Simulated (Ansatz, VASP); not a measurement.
Given: the input of a run of VASP 6.6.1 on GeW.

Contents of INCAR:

```
ALGO = Normal
EDIFF = 1E-7
EDIFFG = -0.01
ENCUT = 600
GGA = PE
IBRION = 2
ISIF = 3
ISMEAR = -1
LASPH = True
LCHARG = False
LREAL = False
LWAVE = False
NELM = 100
NSW = 60
PREC = Accurate
SIGMA = 0.05
```

File KPOINTS:

```
k-points
0
Gamma
  9 9 9
```

The input POSCAR:

```
GeW
1.0
    0.0000000000      2.5776100000      2.5776100000
    2.5776100000      0.0000000000      2.5776100000
    2.5776100000      2.5776100000      0.0000000000
Ge W
1 1
Direct
    0.5000000000      0.5000000000      0.5000000000
    0.0000000000      0.0000000000      0.0000000000
```

Potentials or basis: VASP PAW PBE potentials, release 64 (Ge_d, W_sv).

Command:

```bash
$ cat potpaw_PBE.64/Ge_d/POTCAR potpaw_PBE.64/W_sv/POTCAR > POTCAR
$ mpirun -np 1 vasp_std > vasp.out
```

**Question.** Set up the same calculation for Ansatz 0.2.0. Potentials there: Ansatz PAW.

**Answer.** As run (the cutoff follows the program's own potentials):

The input input.yaml:

```yaml
crystal:
  lattice:
    - [0.0, 2.57761, 2.57761]
    - [2.57761, 0.0, 2.57761]
    - [2.57761, 2.57761, 0.0]
  atoms:
    - { symbol: Ge, position: [0.5, 0.5, 0.5] }
    - { symbol: W, position: [0.0, 0.0, 0.0] }
hamiltonian:
  xc: pbe
  pseudopotentials: { kind: paw }
kpoints:
  mp_grid: { grid: [9, 9, 9] }
scf:
  occupations: { method: fermi_dirac, width: 0.05 }
output:
  forces: true
  stress: true
  eigenvalues: true
relax:
  f_tol: 0.01
  max_steps: 40
  cell: { stress_tol: 0.05 }
```

Potentials or basis: Ansatz PAW.

The run is started by

```sh
$ ansatz run input.yaml --threads 2 --pin off --max-ram 5632MiB --backend cpu --events-out ev --progress --plain --runs-dir out
```

Both were run:

|  | VASP | Ansatz | Ansatz less VASP |
| --- | --- | --- | --- |
| gap on the k mesh at the Fermi level, each at its own relaxed structure (eV) | none | none | - |
| relaxed volume (Å³/atom) | 17.17 | 17.15 | -0.027 |
| relaxed cell length with the largest relative difference (Å) | 3.649 | 3.647 | -0.0019 |

A gap of «none» marks a metal or a gap that the smearing closes.

Neither program's run includes spin-orbit coupling. Noted on Ansatz's run: the plane-wave basis is chosen anew once the cell has moved, so the energies of steps on either side of that aren't comparable.
